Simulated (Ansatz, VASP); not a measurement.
Al3As2: VASP beside Ansatz

File INCAR:

```
SYSTEM = Al3As2
  ALGO = Fast
  EDIFF = 1E-7
  EDIFFG = -0.01
  ENCUT = 600
  GGA = PE
  IBRION = 2
  ISIF = 3
  ISMEAR = 0
  LASPH = .True.
  LCHARG = .False.
  LREAL = .False.
  LWAVE = .False.
  NELM = 100
  NSW = 100
  PREC = Accurate
  SIGMA = 0.1
```

KPOINTS

```
k-points
0
Gamma
  12 12 6
  0 0 0
```

POSCAR

```
Al3As2
1.0
    4.1754226045      0.0000000000      0.0000000000
   -2.0877113023      3.6160220471      0.0000000000
    0.0000000000      0.0000000000      6.8809827378
Al As
3 2
Direct
    0.0000000000      0.0000000000      0.0000000000
    0.3333333333      0.6666666667      0.6283380424
    0.6666666667      0.3333333333      0.3716619576
    0.3333333333      0.6666666667      0.2348851272
    0.6666666667      0.3333333333      0.7651148728
```

Input for Ansatz:

```yaml
crystal:
  lattice:
    - [4.1754226045, 0.0, 0.0]
    - [-2.0877113023, 3.6160220471, 0.0]
    - [0.0, 0.0, 6.8809827378]
  atoms:
    - { symbol: Al, position: [0.0, 0.0, 0.0] }
    - { symbol: Al, position: [0.3333333333, 0.6666666667, 0.6283380424] }
    - { symbol: Al, position: [0.6666666667, 0.3333333333, 0.3716619576] }
    - { symbol: As, position: [0.3333333333, 0.6666666667, 0.2348851272] }
    - { symbol: As, position: [0.6666666667, 0.3333333333, 0.7651148728] }
basis:
  ecutwfc: 420
kpoints:
  mp_grid: { grid: [12, 12, 6] }
hamiltonian:
  xc: pbe
scf:
  occupations: { method: gaussian, width: 0.1 }
output:
  forces: true
  stress: true
  eigenvalues: true
relax:
  adjacent_minimum: "off"
  f_tol: 0.01
  max_steps: 80
  cell: { stress_tol: 0.05 }
```

Alike in both runs: task relaxation of cell and atoms; functional PBE; k mesh 12 × 12 × 6; occupations gaussian, width 0.1 eV; no spin polarisation.

```csv
,VASP,Ansatz
version,VASP 6.6.1,Ansatz 0.2.0
potentials or method,"VASP PAW PBE potentials, release 64 (Al, As), cutoff 600 eV","scalar-relativistic, plane waves, PAW"
valence electrons in the cell,19,39
```

VASP gave:

```
gap on the k mesh at the Fermi level, each at its own relaxed structure (eV) : none
relaxed volume (Å³/atom)                                                     : 20.78
relaxed cell length with the largest relative difference (Å)                 : 6.868
```

Question: What did Ansatz give for the same quantities?

Answer: gap on the k mesh at the Fermi level, each at its own relaxed structure (eV): none; relaxed volume (Å³/atom): 19.54; relaxed cell length with the largest relative difference (Å): 8.074.

A gap of «none» marks a metal or a gap that the smearing closes. VASP's potentials hold 19 valence electrons a cell and Ansatz's 39, so a difference there can come from the potentials and not from the codes.
